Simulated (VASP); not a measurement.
AlRu: single point with LDA

AlRu:

```
CELL_PARAMETERS angstrom
2.93053 0.00000 0.00000
0.00000 2.93053 0.00000
0.00000 0.00000 2.93053
ATOMIC_POSITIONS crystal
Ru 0.50000 0.50000 0.50000
Al 0.00000 0.00000 0.00000
```

```json
{
  "Program": "VASP 6.6.1",
  "Task": "single point",
  "Functional": "LDA",
  "Potentials or basis": "VASP PAW LDA potentials, release 64 (Ru_pv, Al)",
  "Cutoff": "520 eV",
  "k mesh": "9 × 9 × 9",
  "Occupations": "fermi-dirac, width 0.05 eV",
  "Spin": "no spin polarisation",
  "Dipole correction": "no",
  "Further INCAR settings": "ALGO = Normal; EDIFF = 1e-07; NBANDS = 16"
}
```

* Pressure: 6.4 GPa

Levels at points of the mesh, in eV from the Fermi level:
```
           k point  band 6  band 7  band 8  band 9  band 10  band 11  band 12  band 13
(0.00, 0.00, 0.00)   -3.87    0.27    0.27    0.27     6.41     6.41     6.41    11.48
```

It took 3.9 s on 1 thread of Intel(R) Xeon(R) 6975P-C (Granite Rapids), with other jobs on the host, peak memory 0.13 GiB.
